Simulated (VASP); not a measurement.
# W16C (a cell with a defect) in VASP: single point with PBE

Aim: the single point of W16C (a cell with a defect) with PBE.

Program: VASP 6.6.1. These are calculated values, not measurements. Logs are shortened: lines on timing, memory, paths and dates and some standing lists are left out, and cuts for length are marked.

### Step 1. The cell of the first run

The cell holds a defect, 17 atoms: a = 6.320 Å, b = 6.320 Å, c = 6.320 Å, α = 90.00°, β = 90.00°, γ = 90.00°.

### Step 2. Single point, PBE

Contents of INCAR:

```
ALGO     = Normal         # electronic algorithm
EDIFF    = 1E-6           # SCF threshold, eV
ENCUT    = 520            # plane-wave cutoff, eV
GGA      = PE             # functional
GGA_COMPAT= False        
ISIF     = 2              # what is computed and relaxed
ISMEAR   = 0              # smearing method
LASPH    = True           # aspherical terms in the spheres
LCHARG   = False          # write CHGCAR
LREAL    = False          # projectors in reciprocal space
LWAVE    = False          # write WAVECAR
NBANDS   = 128            # bands
NELM     = 120            # most SCF steps
PREC     = Accurate       # precision mode
SIGMA    = 0.05           # smearing width, eV
```

Contents of KPOINTS:

```
k-points
0
Gamma
  3 3 3
```

Contents of POSCAR:

```
W16C
1.0
    6.3200000000      0.0000000000      0.0000000000
    0.0000000000      6.3200000000      0.0000000000
    0.0000000000      0.0000000000      6.3200000000
W C
16 1
Direct
    0.0064208861     -0.0052875000     -0.0032988924
    0.4931822785     -0.0031935127     -0.0033044304
    0.0063724684      0.5046628165     -0.0032522152
    0.0065348101     -0.0315606013      0.4967175633
    0.2535245253      0.2499512658      0.2486325949
    0.4932691456      0.5026392405     -0.0032580696
    0.5038473101      0.0013525316      0.4967680380
    0.7504848101      0.2495981013      0.2152324367
    0.0068881329      0.5312912975      0.4968186709
    0.2639909810      0.7498242089      0.2438604430
    0.2535030063      0.2499640823      0.7448382911
    0.5041390823      0.4980325949      0.4967903481
    0.7510047468      0.7497189873      0.2415373418
    0.7504632911      0.2497125000      0.7781458861
    0.2639787975      0.7498585443      0.7496324367
    0.7509976266      0.7497653481      0.7518484177
    0.8784044304      0.2501681962      0.4967020570
```

Potentials or basis: VASP PAW PBE potentials, release 64 (W_sv, C).

Run with:

```
$ cat potpaw_PBE.64/W_sv/POTCAR potpaw_PBE.64/C/POTCAR > POTCAR
$ mpirun -np 1 vasp_std > vasp.out
```

OUTCAR:

```text
EDIFF = 1E-6
   ENCUT = 520
   GGA = PE
   ISIF = 2
   ISMEAR = 0
   LASPH = True
   LREAL = False
   NELM = 120
   PREC = Accurate

 ion  position               nearest neighbor table
   1  0.006  0.995  0.997-   8 2.67  14 2.67  16 2.72  13 2.72  15 2.74  10 2.74  11 2.75   5 2.75
                             2 3.08   3 3.10   4 3.16   4 3.16   3 3.22   2 3.24
   2  0.493  0.997  0.997-  15 2.64  10 2.64   8 2.67  14 2.67  11 2.72   5 2.72  16 2.74  13 2.74
                             1 3.08   6 3.12   7 3.16   7 3.16   6 3.20   1 3.24
   3  0.006  0.505  0.997-   8 2.67  14 2.67  13 2.72  16 2.72  10 2.74  15 2.74  11 2.75   5 2.75
                             6 3.08   1 3.10   9 3.16   9 3.16   1 3.22   6 3.24
   4  0.007  0.968  0.497-  17 1.96  10 2.67  15 2.67  16 2.67  13 2.67   9 2.76   5 2.84  11 2.84
                             8 2.99  14 2.99   7 3.15   1 3.16   1 3.16   7 3.18
   5  0.254  0.250  0.249-   6 2.72   2 2.72  12 2.73   7 2.73   3 2.75   1 2.75   9 2.84   4 2.84
                            11 3.14   8 3.15  10 3.16  10 3.16  11 3.18   8 3.19
   6  0.493  0.503  0.997-  10 2.64  15 2.64  14 2.67   8 2.67   5 2.72  11 2.72  13 2.74  16 2.74
                             3 3.08   2 3.12  12 3.16  12 3.16   2 3.20   3 3.24
   7  0.504  0.001  0.497-  15 2.72  10 2.72  11 2.73   5 2.73  16 2.75  13 2.75  14 2.84   8 2.84
                            12 3.14   4 3.15   2 3.16   2 3.16  12 3.18   4 3.18
   8  0.750  0.250  0.215-  17 1.95   2 2.67   6 2.67   1 2.67   3 2.67  14 2.76  12 2.84   7 2.84
                             4 2.99   9 2.99   5 3.15  13 3.16  13 3.17   5 3.19
   9  0.007  0.531  0.497-  17 1.95  15 2.66  10 2.67  16 2.67  13 2.67   4 2.76  11 2.84   5 2.84
                            14 2.99   8 2.99  12 3.15   3 3.16   3 3.16  12 3.18
  10  0.264  0.750  0.244-   2 2.64   6 2.64   9 2.67   4 2.67   7 2.72  12 2.72   1 2.74   3 2.74
                            13 3.08  15 3.12   5 3.16   5 3.16  15 3.20  13 3.24
  11  0.254  0.250  0.745-   6 2.72   2 2.72  12 2.72   7 2.73   3 2.75   1 2.75   9 2.84   4 2.84
                             5 3.14  14 3.15  15 3.16  15 3.16   5 3.18  14 3.19
  12  0.504  0.498  0.497-  15 2.72  10 2.72  11 2.72   5 2.73  16 2.75  13 2.75  14 2.84   8 2.84
                             7 3.14   9 3.15   6 3.16   6 3.16   7 3.18   9 3.18
  13  0.751  0.750  0.242-   4 2.67   9 2.67   3 2.72   1 2.72   6 2.74   2 2.74  12 2.75   7 2.75
                            10 3.08  16 3.09   8 3.16   8 3.17  16 3.23  10 3.24
  14  0.750  0.250  0.778-  17 1.95   6 2.67   2 2.67   3 2.67   1 2.67   8 2.76  12 2.84   7 2.84
                             4 2.99   9 2.99  11 3.15  16 3.16  16 3.16  11 3.19
  15  0.264  0.750  0.750-   2 2.64   6 2.64   9 2.66   4 2.67   7 2.72  12 2.72   1 2.74   3 2.74
                            16 3.08  10 3.12  11 3.16  11 3.16  10 3.20  16 3.24
  16  0.751  0.750  0.752-   4 2.67   9 2.67   1 2.72   3 2.72   2 2.74   6 2.74  12 2.75   7 2.75
                            15 3.08  13 3.09  14 3.16  14 3.16  13 3.23  15 3.24
  17  0.878  0.250  0.497-   9 1.95  14 1.95   8 1.95   4 1.96

  LATTYP: Found a simple cubic cell.
 ALAT       =     6.3200000000

  Lattice vectors:

 A1 = (   6.3200000000,   0.0000000000,   0.0000000000)
 A2 = (   0.0000000000,   6.3200000000,   0.0000000000)
 A3 = (   0.0000000000,   0.0000000000,   6.3200000000)

Analysis of symmetry for initial positions (statically):
=====================================================================
 Subroutine PRICEL returns:
 Original cell was already a primitive cell.

 Routine SETGRP: Setting up the symmetry group for a
 simple cubic supercell.

 Subroutine GETGRP returns: Found  1 space group operations
 (whereof  1 operations were pure point group operations)
 out of a pool of 48 trial point group operations.

The static configuration has the point symmetry C_1 .

Analysis of symmetry for dynamics (positions and initial velocities):
=====================================================================
 Subroutine PRICEL returns:
 Original cell was already a primitive cell.

 Routine SETGRP: Setting up the symmetry group for a
 simple cubic supercell.

 Subroutine GETGRP returns: Found  1 space group operations
 (whereof  1 operations were pure point group operations)
 out of a pool of 48 trial point group operations.

The dynamic configuration has the point symmetry C_1 .

 Subroutine INISYM returns: Found  1 space group operations
 (whereof  1 operations are pure point group operations),
 and found     1 'primitive' translations

----------------------------------------------------------------------------------------

                                     Primitive cell

  volume of cell :     252.4360

  direct lattice vectors                    reciprocal lattice vectors
     6.320000000  0.000000000  0.000000000     0.158227848  0.000000000  0.000000000
     0.000000000  6.320000000  0.000000000     0.000000000  0.158227848  0.000000000
     0.000000000  0.000000000  6.320000000     0.000000000  0.000000000  0.158227848

  length of vectors
     6.320000000  6.320000000  6.320000000     0.158227848  0.158227848  0.158227848

  position of ions in fractional coordinates (direct lattice)
     0.006420886  0.994712500  0.996701108
     0.493182279  0.996806487  0.996695570
     0.006372468  0.504662817  0.996747785
     0.006534810  0.968439399  0.496717563
     0.253524525  0.249951266  0.248632595
     0.493269146  0.502639241  0.996741930
[... 9 lines left out ...]
     0.750997627  0.749765348  0.751848418
     0.878404430  0.250168196  0.496702057

  ion indices of the primitive-cell ions
   primitive index   ion index
                 1           1
                 2           2
                 3           3
                 4           4
                 5           5
                 6           6
[... 9 lines left out ...]
                16          16
                17          17

----------------------------------------------------------------------------------------

 KPOINTS: k-points

Automatic generation of k-mesh.
 Grid dimensions read from file:
 generate k-points for:    3    3    3

 Generating k-lattice:

  Cartesian coordinates                     Fractional coordinates (reciprocal lattice)
     0.052742616  0.000000000  0.000000000     0.333333333  0.000000000  0.000000000
     0.000000000  0.052742616  0.000000000     0.000000000  0.333333333  0.000000000
     0.000000000  0.000000000  0.052742616     0.000000000  0.000000000  0.333333333

  Length of vectors
     0.052742616  0.052742616  0.052742616

  Shift w.r.t. Gamma in fractional coordinates (k-lattice)
     0.000000000  0.000000000  0.000000000

 Subroutine IBZKPT returns following result:
 ===========================================

 Found     14 irreducible k-points:

 Following reciprocal coordinates:
            Coordinates               Weight
  0.000000  0.000000  0.000000      1.000000
  0.333333  0.000000  0.000000      2.000000
  0.000000  0.333333  0.000000      2.000000
  0.000000  0.000000  0.333333      2.000000
  0.333333  0.333333  0.000000      2.000000
  0.000000  0.333333  0.333333      2.000000
  0.333333  0.000000  0.333333      2.000000
 -0.333333  0.333333  0.000000      2.000000
 -0.333333  0.000000  0.333333      2.000000
  0.000000 -0.333333  0.333333      2.000000
  0.333333  0.333333  0.333333      2.000000
 -0.333333  0.333333  0.333333      2.000000
 -0.333333 -0.333333  0.333333      2.000000
  0.333333 -0.333333  0.333333      2.000000
   k-points           NKPTS =     14   k-points in BZ     NKDIM =     14   number of bands    NBANDS=    128
   number of dos      NEDOS =    301   number of ions     NIONS =     17
   total plane-waves  NPLWV = 110592
   dimension x,y,z NGX =    48 NGY =   48 NGZ =   48
   dimension x,y,z NGXF=    96 NGYF=   96 NGZF=   96
   ions per type =              16   1
   NGX,Y,Z   is equivalent  to a cutoff of  12.63, 12.63, 12.63 a.u.
   NGXF,Y,Z  is equivalent  to a cutoff of  25.25, 25.25, 25.25 a.u.
 SYSTEM =  unknown system
   PREC   = accura    normal or accurate (medium, high low for compatibility)
   ISTART =      0    job   : 0-new  1-cont  2-samecut
   ICHARG =      2    charge: 1-file 2-atom 10-const
   ISPIN  =      1    spin polarized calculation?
   LNONCOLLINEAR =      F non collinear calculations
   LSORBIT =      F    spin-orbit coupling
   LASPH  =      T    aspherical Exc in radial PAW
   ENCUT  =  520.0 eV  38.22 Ry    6.18 a.u.  11.75 11.75 11.75*2*pi/ulx,y,z
   NELM   =    120;   NELMIN=  2; NELMDL= -5     # of ELM steps
   EDIFF  = 0.1E-05   stopping-criterion for ELM
   LREAL  =      F    real-space projection
   EDIFFG = 0.1E-04   stopping-criterion for IOM
   NSW    =      0    number of steps for IOM
   IBRION =     -1    ionic relax: 0-MD 1-quasi-New 2-CG
   NFREE  =      0    steps in history (QN), initial steepest desc. (CG)
   ISIF   =      2    stress and relaxation
   ISYM   =      2    0-nonsym 1-usesym 2-fastsym
   POTIM  = 0.5000    time-step for ionic-motion
   TEBEG  =    0.0;   TEEND  =   0.0 temperature during run
   PSTRESS=    0.0 pullay stress
   NELECT =     228.0000    total number of electrons
   NUPDOWN=      -1.0000    fix difference up-down
   EMIN   =  10.00;   EMAX   =-10.00  energy-range for DOS
   EFERMI =   0.00;   METHOD = LEGACY
   ISMEAR =     0;   SIGMA  =   0.05  broadening in eV -4-tet -1-fermi 0-gaus
   EFERMI_NEDOS =   21; number of points for ismear=-14 and -15
   IALGO  =     38    algorithm
   IMIX   =      4    mixing-type and parameters
     AMIX     =   0.40;   BMIX     =  1.00
     AMIX_MAG =   1.60;   BMIX_MAG =  1.00
  volume/ion in A,a.u.               =      14.85       100.21
  Fermi-wavevector in a.u.,A,eV,Ry     =   1.582472  2.990438 34.071949  2.504218
  Thomas-Fermi vector in A             =   2.682390
   LORBIT       =      0    0 simple, 1 ext, 2 COOP (PROOUT), +10 PAW based schemes
   GGA     = PE    functional components
   LHFCALC =     F    Hartree Fock is set to
   AEXX    =    0.0000 exact exchange contribution
   IVDW    =     0    specifies the selected vdW correction
   LEPSILON=     F    determine dielectric tensor
   LRPA    =     F    only Hartree local field effects (RPA)
 non-spin polarized calculation
 Gauss-broadening in eV      SIGMA  =   0.05
  energy-cutoff  :      520.00
  volume of cell :      252.44
 maximum number of plane-waves:      6859
   NGX = 23   NGY = 23   NGZ = 23

 number of electron     228.0000004 magnetization

 Free energy of the ion-electron system (eV)
  ---------------------------------------------------
  ext. energy  EPLUGINS =         0.00000000
  ---------------------------------------------------
  free energy    TOTEN  =      -212.04776453 eV

  energy without entropy =     -212.03247841  energy(sigma->0) =     -212.04012147

 E-fermi :  11.7660     XC(G=0): -13.7716

 val. band max:       11.7361215944   @ k =  -0.3333   0.3333   0.0000
 cond. band min:      11.7722464822   @ k =   0.0000  -0.3333   0.3333
 fundamental gap:      0.0361248878
 Fermi energy:        11.7659618828

 k-point     1 :       0.0000    0.0000    0.0000
  band No.  band energies     occupation
      1     -62.3320      2.00000
      2     -62.2499      2.00000
      3     -62.2492      2.00000
      4     -62.2390      2.00000
      5     -62.2370      2.00000
      6     -62.2011      2.00000
[... 1795 lines left out ...]
    125      13.7448      0.00000
    126      13.8116      0.00000
 [bands above 126 left out]

------------------------ aborting loop because EDIFF is reached ----------------------------------------

  FORCE on cell =-STRESS in cart. coord.  units (eV):
  Direction    XX          YY          ZZ          XY          YZ          ZX
  --------------------------------------------------------------------------------------
  -------------------------------------------------------------------------------------
  Total       23.4984799     36.7170453     36.8035383      0.0727393      0.0090692     -0.0019574
  in kB      149.1417093    233.0381766    233.5871360      0.4616664      0.0575609     -0.0124231
  external PRESSURE =     205.2556739 kB  Pullay stress =       0.0000000 kB

 VOLUME and BASIS-vectors are now :
 -----------------------------------------------------------------------------
  energy-cutoff  :      520.00
  volume of cell :      252.44
      direct lattice vectors                 reciprocal lattice vectors
     6.320000000  0.000000000  0.000000000     0.158227848  0.000000000  0.000000000
     0.000000000  6.320000000  0.000000000     0.000000000  0.158227848  0.000000000
     0.000000000  0.000000000  6.320000000     0.000000000  0.000000000  0.158227848

 POSITION                                       TOTAL-FORCE (eV/Angst)
 -----------------------------------------------------------------------------------
      0.04058      6.28658      6.29915         0.000084      0.003958      0.001298
      3.11691      6.29982      6.29912         0.007974      0.010144      0.004612
      0.04027      3.18947      6.29945         0.003845      0.016132      0.000323
      0.04130      6.12054      3.13926         0.028325     -0.002818     -0.000183
      1.60227      1.57969      1.57136        -0.020688     -0.021880     -0.012592
      3.11746      3.17668      6.29941         0.004103     -0.003286      0.001775
[... 9 lines left out ...]
      4.74631      4.73852      4.75168        -0.006083      0.002097     -0.005289
      5.55152      1.58106      3.13916        -0.006345     -0.022045     -0.004079
 -----------------------------------------------------------------------------------
    total drift:                               -0.000222     -0.000050     -0.000421

  FREE ENERGIE OF THE ION-ELECTRON SYSTEM (eV)
  ---------------------------------------------------
  free  energy   TOTEN  =      -212.0477645269 eV

  energy  without entropy=     -212.0324784086  energy(sigma->0) =     -212.04012147
```

It took 16 min on 1 thread of Intel Xeon 8259CL, shared host; peak memory 0.5 GiB.

What came out:

```yaml
Free_energy: -212.0478 eV
Pressure: 20.5 GPa
Largest_force: 0.037 eV/Å
Band_gap_on_the_k_mesh: zero (bands 114 and 115 overlap by 0.10 eV)
```

Forces in eV/Å, atoms in the order of the input:
```
W    0.000  0.004  0.001
W    0.008  0.010  0.005
W    0.004  0.016  0.000
W    0.028 -0.003  0.000
W   -0.021 -0.022 -0.013
W    0.004 -0.003  0.002
W    0.010  0.015 -0.007
W   -0.013  0.001 -0.027
W    0.021  0.028 -0.008
W    0.003  0.003  0.007
W   -0.019 -0.022  0.014
W   -0.001 -0.005 -0.008
W   -0.005  0.003  0.014
W   -0.011 -0.007  0.035
W    0.004  0.001 -0.007
W   -0.006  0.002 -0.005
C   -0.006 -0.022 -0.004
```

Stress tensor (GPa, compression positive):
```
14.91  0.05  0.00
 0.05 23.30  0.01
 0.00  0.01 23.36
```

Caveat: spin-orbit coupling is left out, which moves the levels of the heavy elements.
